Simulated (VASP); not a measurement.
Input of a VASP 6.6.1 run:

The input POSCAR:

```
Al30Si
1.0
    8.1000000000      0.0000000000      0.0000000000
    0.0000000000      8.1000000000      0.0000000000
    0.0000000000      0.0000000000      8.1000000000
Al Si
30 1
Direct
    0.4978953086      0.0000000000     -0.0021046914
    0.7520480247      0.2503654321     -0.0025183951
    0.0036712346      0.0000000000     -0.0034532099
    0.2476866667      0.2506204938     -0.0025702469
    0.4984572840      0.5000000000     -0.0015427160
    0.7520480247      0.7496345679     -0.0025183951
    0.2479122222      0.0000000000      0.2524527160
    0.4974816049      0.2503654321      0.2520480247
    0.7520980247      0.5000000000      0.2520980247
    0.4965467901      0.0000000000      0.5036712346
    0.7529302469      0.2473222222      0.5018522222
    0.7524527160      0.0000000000      0.7479122222
    0.0030174074      0.5000000000     -0.0026296296
    0.2476866667      0.7493795062     -0.0025702469
    0.0018522222      0.2473222222      0.2529302469
    0.2469872840      0.5000000000      0.2509603704
    0.4974816049      0.7496345679      0.2520480247
    0.2473988889      0.2502581481      0.5027830864
    0.4973703704      0.5000000000      0.5030174074
    0.7529302469      0.7526777778      0.5018522222
    0.2467029630      0.0000000000      0.7467029630
    0.4974297531      0.2506204938      0.7476866667
    0.7509603704      0.5000000000      0.7469872840
    0.0018522222      0.7526777778      0.2529302469
    0.0024753086      0.5000000000      0.5024753086
    0.2473988889      0.7497418519      0.5027830864
    0.0027830864      0.2502581481      0.7473988889
    0.2475770370      0.5000000000      0.7475770370
    0.4974297531      0.7493795062      0.7476866667
    0.0027830864      0.7497418519      0.7473988889
    1.0066549383      0.0000000000      0.5066549383
```

File INCAR.step1:

```
PREC = Accurate
ENCUT = 520
ISMEAR = -1
SIGMA = 0.1
LREAL = Auto
LASPH = T
NELM = 100
NBANDS = 68
GGA = PE
ALGO = Normal
EDIFF = 1E-4
LWAVE = T
LCHARG = F
```

The input INCAR.step2:

```
PREC = Accurate
ENCUT = 520
EDIFF = 1E-6
ISMEAR = -1
SIGMA = 0.1
LREAL = Auto
LASPH = T
NELM = 100
ALGO = Normal
ISIF = 2
LWAVE = F
LCHARG = F
METAGGA = R2SCAN
LMIXTAU = T
NBANDS = 68
ISTART = 1
```

File KPOINTS:

```
Automatic mesh
0
Gamma
  2 2 2
```

Potentials or basis: VASP PAW PBE potentials, release 64 (Al, Si).

Command:

```bash
$ cat potpaw_PBE.64/Al/POTCAR potpaw_PBE.64/Si/POTCAR > POTCAR
$ cp INCAR.step1 INCAR
$ mpirun -np 1 vasp_std > vasp.out
$ cp INCAR.step2 INCAR
$ mpirun -np 1 vasp_std > vasp.out
```

(1) Predict the band gap on the k mesh.

(2) What does it give for the largest force?

(3) Estimate the pressure.

Results:

(1) zero (bands 47 and 48 overlap by 0.91 eV).

(2) 0.015 eV/Å.

(3) -4.4 GPa.

Caveat: the k points lie up to 0.39 Å⁻¹ apart, too coarse for converged energies and pressures of a metal; the PAW data sets were made with another functional, which shifts forces and pressure a little.
